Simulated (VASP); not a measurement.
# SnSe2 (P-3m1) in VASP: vibrations by perturbation theory with LDA

Aim: the vibrations by perturbation theory of SnSe2 with LDA.

Everything below comes from runs of VASP 6.6.1. Logs are shortened: lines on timing, memory, paths and dates and some standing lists are left out, and cuts for length are marked.

**1. The cell of the first run**

It takes space group P-3m1 (No. 164, trigonal). Conventional cell: a = 3.811 Å, b = 3.811 Å, c = 6.136 Å, α = 90.00°, β = 90.00°, γ = 120.00°. Sn (site symmetry -3m) has 6 Se at 2.71 Å within 3.6 Å. Within 3.9 Å of Se (site symmetry 3m) lie 3 Sn at 2.71 Å and 12 Se at 3.71 to 3.85 Å.

**2. Vibrations by perturbation theory, LDA**

File INCAR:

```
SYSTEM = SnSe2
ALGO     = Normal         ! electronic algorithm
EDIFF    = 1E-8           ! SCF threshold, eV
ENCUT    = 500            ! plane-wave cutoff, eV
GGA_COMPAT= .FALSE.      
IBRION   = 8              ! ionic algorithm
ISIF     = 2              ! what is computed and relaxed
ISMEAR   = 0              ! smearing method
LASPH    = .TRUE.         ! aspherical terms in the spheres
LCHARG   = .TRUE.         ! write CHGCAR
LEPSILON = .TRUE.         ! dielectric tensor by DFPT
LREAL    = .FALSE.        ! projectors in reciprocal space
LWAVE    = .FALSE.        ! write WAVECAR
NBANDS   = 20             ! bands
NELM     = 120            ! most SCF steps
NSW      = 1              ! ionic steps
PREC     = Accurate       ! precision mode
SIGMA    = 0.01           ! smearing width, eV
```

File KPOINTS:

```
k-points
0
G
  8 8 5
  0 0 0
```

File POSCAR:

```
SnSe2
1.0
    3.8110000000      0.0000000000      0.0000000000
   -1.9055000000      3.3004228138      0.0000000000
    0.0000000000      0.0000000000      6.1360000000
Sn Se
1 2
Direct
    0.0000000000      0.0000000000      0.0000000000
    0.3333333333      0.6666666667      0.2570227973
    0.6666666667      0.3333333333      0.7429772027
```

Potentials or basis: VASP PAW LDA potentials, release 64 (Sn_d, Se).

Started as:

```
> cat potpaw_LDA.64/Sn_d/POTCAR potpaw_LDA.64/Se/POTCAR > POTCAR
> mpirun -np 1 vasp_std > vasp.out
```

OUTCAR:

```text
SYSTEM = SnSe2
   EDIFF = 1E-8
   ENCUT = 500
   IBRION = 8
   ISIF = 2
   ISMEAR = 0
   LASPH = .TRUE.
   LEPSILON = .TRUE.
   LREAL = .FALSE.
   NELM = 120
   NSW = 1
   PREC = Accurate

 ion  position               nearest neighbor table
   1  0.000  0.000  0.000-   2 2.71   3 2.71   2 2.71   3 2.71   3 2.71   2 2.71
   2  0.333  0.667  0.257-   1 2.71   1 2.71   1 2.71
   3  0.667  0.333  0.743-   1 2.71   1 2.71   1 2.71

  LATTYP: Found a hexagonal cell.
 ALAT       =     3.8110000000
 C/A-ratio  =     1.6100760955

  Lattice vectors:

 A1 = (   3.8110000000,   0.0000000000,   0.0000000000)
 A2 = (  -1.9055000000,   3.3004228138,   0.0000000000)
 A3 = (   0.0000000000,   0.0000000000,   6.1360000000)

Analysis of symmetry for initial positions (statically):
=====================================================================
 Subroutine PRICEL returns:
 Original cell was already a primitive cell.

 Routine SETGRP: Setting up the symmetry group for a
 hexagonal supercell.

 Subroutine GETGRP returns: Found 12 space group operations
 (whereof 12 operations were pure point group operations)
 out of a pool of 24 trial point group operations.

The static configuration has the point symmetry D_3d.

Analysis of symmetry for dynamics (positions and initial velocities):
=====================================================================
 Subroutine PRICEL returns:
 Original cell was already a primitive cell.

 Routine SETGRP: Setting up the symmetry group for a
 hexagonal supercell.

 Subroutine GETGRP returns: Found 12 space group operations
 (whereof 12 operations were pure point group operations)
 out of a pool of 24 trial point group operations.

The dynamic configuration has the point symmetry D_3d.
[... 812 lines left out ...]
          XX          YY          ZZ          XY          YZ          ZX
  --------------------------------------------------------------------------------
  x     0.00000     0.00000     0.00000     0.00000     0.00000     0.00000
  y     0.00000     0.00000     0.00000     0.00000     0.00000     0.00000
  z     0.00000     0.00000     0.00000     0.00000     0.00000     0.00000

 PIEZOELECTRIC TENSOR (including local field effects)  for field in x, y, z        (C/m^2)
          XX          YY          ZZ          XY          YZ          ZX
  --------------------------------------------------------------------------------
  x     0.00000     0.00000     0.00000     0.00000     0.00000     0.00000
  y     0.00000     0.00000     0.00000     0.00000     0.00000     0.00000
  z     0.00000     0.00000     0.00000     0.00000     0.00000     0.00000

 BORN EFFECTIVE CHARGES (including local field effects) (in |e|, cummulative output)
 ---------------------------------------------------------------------------------
 ion    1
    1     5.17732     0.00000     0.00000
    2     0.00000     5.17732     0.00000
    3     0.00000     0.00000     2.12743
 ion    2
    1    -2.58866     0.00000     0.00000
    2     0.00000    -2.58866     0.00000
    3     0.00000    -0.00000    -1.06372
 ion    3
    1    -2.58866     0.00000     0.00000
    2     0.00000    -2.58866     0.00000
    3     0.00000    -0.00000    -1.06372

 INTERNAL STRAIN TENSOR FOR ION    3 for displacements in x,y,z  (eV/Angst):
          X           Y           Z          XY          YZ          ZX
  --------------------------------------------------------------------------------
  x    -0.00000     0.00000     0.00000    -0.87374     0.00000     5.71746
  y    -0.87374     0.87374     0.00000     0.00000     4.34684     0.00000
  z     5.53755     5.53755    14.41182     0.00000     0.00000    -0.00000

 SECOND DERIVATIVES (NOT SYMMETRIZED)
 ------------------------------------
               1X          1Y          1Z          2X          2Y          2Z          3X          3Y          3Z
  1X    -5.215545    0.000000    0.000000    2.607773    0.000000    0.000000    2.607773    0.000000    0.000000
  1Y     0.000000   -5.215545    0.000000    0.000000    2.607773    0.000000    0.000000    2.607773    0.000000
  1Z     0.000000    0.000000  -14.907827    0.000000    0.000000    7.453914    0.000000    0.000000    7.453914
  2X     2.607794    0.000000    0.000000   -3.379257    0.000000    0.000000    0.771463    0.000000    0.000000
  2Y     0.000000    2.607794   -0.000000    0.000000   -3.379257   -0.000000    0.000000    0.771463   -0.000000
  2Z     0.000000    0.000000    7.438173    0.000000   -0.000000   -8.439426    0.000000   -0.000000    1.001253
  3X     2.607794    0.000000    0.000000    0.771463    0.000000    0.000000   -3.379257    0.000000    0.000000
  3Y     0.000000    2.607794   -0.000000    0.000000    0.771463   -0.000000    0.000000   -3.379257   -0.000000
  3Z     0.000000    0.000000    7.438173    0.000000   -0.000000    1.001253    0.000000   -0.000000   -8.439426

 Eigenvectors and eigenvalues of the dynamical matrix
 ----------------------------------------------------

   1 f  =    7.329064 THz    46.049867 2PiTHz  244.471260 cm-1    30.310559 meV
             X         Y         Z           dx          dy          dz
      0.000000  0.000000  0.000000     0.000000    0.000000   -0.755902
     -0.000000  2.200282  1.577092     0.000000    0.000000    0.462932
      1.905500  1.100141  4.558908    -0.000000   -0.000000    0.462932
[... 43 lines left out ...]
   9 f/i=    0.003834 THz     0.024087 2PiTHz    0.127876 cm-1     0.015855 meV
             X         Y         Z           dx          dy          dz
      0.000000  0.000000  0.000000     0.000000    0.000000    0.654684
     -0.000000  2.200282  1.577092     0.000000    0.000000    0.534504
      1.905500  1.100141  4.558908     0.000000    0.000000    0.534504

--------------------------------------------------------------------------------------------------------

 MACROSCOPIC STATIC DIELECTRIC TENSOR IONIC CONTRIBUTION
 ------------------------------------------------------
          12.049838    -0.000000     0.000000
          -0.000000    12.049838    -0.000000
           0.000000    -0.000000     0.712320
 ------------------------------------------------------

 ELASTIC MODULI CONTR FROM IONIC RELAXATION (kBar)
 Direction    XX          YY          ZZ          XY          YZ          ZX
 --------------------------------------------------------------------------------
 XX        -142.4951   -127.2222   -350.9779     -0.0000     37.9910      0.0000
 YY        -127.2222   -142.4951   -350.9779      0.0000    -37.9910     -0.0000
 ZZ        -350.9779   -350.9779   -913.4417     -0.0000      0.0000      0.0000
 XY          -0.0000      0.0000     -0.0000     -7.6364      0.0000     49.9701
 YZ          37.9910    -37.9910      0.0000      0.0000   -189.0037     -0.0000
 ZX           0.0000     -0.0000      0.0000     49.9701     -0.0000   -326.9862
 --------------------------------------------------------------------------------

 PIEZOELECTRIC TENSOR IONIC CONTR  for field in x, y, z        (C/m^2)
          XX          YY          ZZ          XY          YZ          ZX
  --------------------------------------------------------------------------------
  x     0.00000     0.00000     0.00000    -0.00000     0.00000     0.00000
  y    -0.00000     0.00000    -0.00000     0.00000     0.00000    -0.00000
  z     0.00000     0.00000     0.00000     0.00000    -0.00000    -0.00000
```

OSZICAR:

```text
N       E                     dE             d eps       ncg     rms          rms(c)
DAV:   1     0.203473267215E+03    0.20347E+03   -0.11871E+04  1640   0.144E+03
DAV:   2     0.948037373853E+01   -0.19399E+03   -0.18633E+03  1716   0.383E+02
DAV:   3    -0.132841902271E+02   -0.22765E+02   -0.22277E+02  1924   0.113E+02
DAV:   4    -0.140562733986E+02   -0.77208E+00   -0.77101E+00  1920   0.222E+01
[... 238 lines left out ...]
RMM:   9    -0.980914007245E-01    0.11796E-06    0.33303E-07  3313   0.243E-04    0.271E-05
RMM:  10    -0.980913357649E-01    0.64960E-07   -0.34093E-07  3420   0.123E-04    0.816E-06
RMM:  11    -0.980913494744E-01   -0.13709E-07   -0.21225E-07  3340   0.864E-05    0.185E-06
RMM:  12    -0.980913548608E-01   -0.53864E-08   -0.92275E-08  3426   0.769E-05    0.904E-07
 Linear response finished
```

stdout:

```text
POSCAR found type information on POSCAR SnSe
 POSCAR found :  2 types and       3 ions
 scaLAPACK will be used
 LDA part: xc-table for (Slater(with rela. corr.)+CA(PZ))
 , standard interpolation
 POSCAR, INCAR and KPOINTS ok, starting setup
 FFT: planning ... GRIDC
 FFT: planning ... GRID_SOFT
 FFT: planning ... GRID
 WAVECAR not read
[... 33 lines left out ...]
 force on displaced ion       1 direction 3 :   0.000  -0.000 -14.908
 Born effective charge ion    1 direction 3 :   0.000  -0.000   2.117
 Linear response progress:
 first order change of Fermi-energy   0.11524E-04
 force on displaced ion       2 direction 1 :  -3.379  -0.001  -0.000
 Born effective charge ion    2 direction 1 :  -2.650   0.000   0.000
 Linear response progress:
 first order change of Fermi-energy   0.70355E+00
 force on displaced ion       2 direction 3 :   0.000   0.000  -8.439
 Born effective charge ion    2 direction 3 :   0.000   0.000  -1.070
 Born effective charges drift removed
 Linear response finished
```

Wall time 30 min (1 thread of Oxide Virtual Turin-like, shared host); peak memory 0.57 GiB.

Results:

```
Electronic dielectric tensor (diagonal)                 : 13.85, 13.85, 11.78
Born charges (mean of the diagonal)                     : Sn +4.16; Se -2.08 e
Highest phonon frequency at Γ, LO-TO splitting left out : 244 cm⁻¹
```

Phonon frequencies in cm⁻¹ (negative: imaginary):
```
              q point                    frequencies
(0.000, 0.000, 0.000)  0 0 0 120 120 145 145 180 244
```

Electronic dielectric tensor:
```
13.85  0.00  0.00
 0.00 13.85  0.00
 0.00  0.00 11.78
```

Born effective charge tensors (e):
atom 1, Sn
```
5.18 0.00 0.00
0.00 5.18 0.00
0.00 0.00 2.13
```
atom 2, Se
```
-2.59  0.00  0.00
 0.00 -2.59  0.00
 0.00  0.00 -1.06
```
atom 3, Se
```
-2.59  0.00  0.00
 0.00 -2.59  0.00
 0.00  0.00 -1.06
```

Caveat: spin-orbit coupling is left out, which moves the levels of the heavy elements.
